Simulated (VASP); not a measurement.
# LiF: electric field gradients with LDA

LiF:

```xyz
2
Lattice="0.0000 2.0140 1.9939 2.0140 0.0000 1.9939 2.0140 2.0140 0.0000" Properties=species:S:1:pos:R:3 pbc="T T T"
Li    0.0000    0.0000    0.0000
F     2.0140    2.0140    1.9939
```

This cell differs from its parent crystal: zz strain of -1 %.

* Program: VASP 6.6.1
* Task: electric field gradients
* Functional: LDA
* Potentials or basis: VASP PAW LDA potentials, release 64 (Li_sv, F)
* Cutoff: 650 eV
* k mesh: 10 × 10 × 10
* Occupations: fermi-dirac, width 0.03 eV
* Spin: no spin polarisation
* Dipole correction: no
* Further INCAR settings: ALGO = Normal; EDIFF = 1e-08; NBANDS = 12

The pressure is -6.6 GPa. The band gap on the k mesh is 8.91 eV and the largest electric field gradient by atom is Li -0.0; F -0.4 V/Å².

Stress tensor (GPa, compression positive):
```
-6.84  0.00  0.00
 0.00 -6.84  0.00
 0.00  0.00 -6.18
```

Levels at points of the mesh, in eV from the valence-band top:
| k point | band 3 | band 4 | band 5 | band 6 | band 7 | band 8 |
| --- | --- | --- | --- | --- | --- | --- |
| (0.00, 0.00, 0.00) | -0.03 | 0.00 | 0.00 | 8.91 | 23.51 | 23.51 |
| (0.50, 0.00, 0.00) | -2.62 | -0.25 | -0.23 | 10.42 | 16.48 | 18.40 |
| (0.50, 0.50, 0.00) | -3.16 | -1.08 | -1.08 | 14.62 | 15.98 | 17.25 |
| (0.50, 0.00, 0.50) | -3.17 | -1.08 | -1.01 | 14.44 | 16.12 | 17.24 |

Electric field gradients, principal values (V/Å²):
| atom | least | middle | greatest (by size) |
| --- | --- | --- | --- |
| 1 Li | 0.022 | 0.023 | -0.045 |
| 2 F | 0.217 | 0.218 | -0.435 |

Wall time 42 s on 1 thread of Intel Xeon 8259CL (shared host), peak memory 0.11 GiB.

Caveat: the cell differs from its parent crystal (zz strain of -1 %); the cell stands under tension; without QUAD_EFG the Cq values of the log hold for a quadrupole moment of 1 mb, not for the nuclei. A k mesh can miss the band edges.
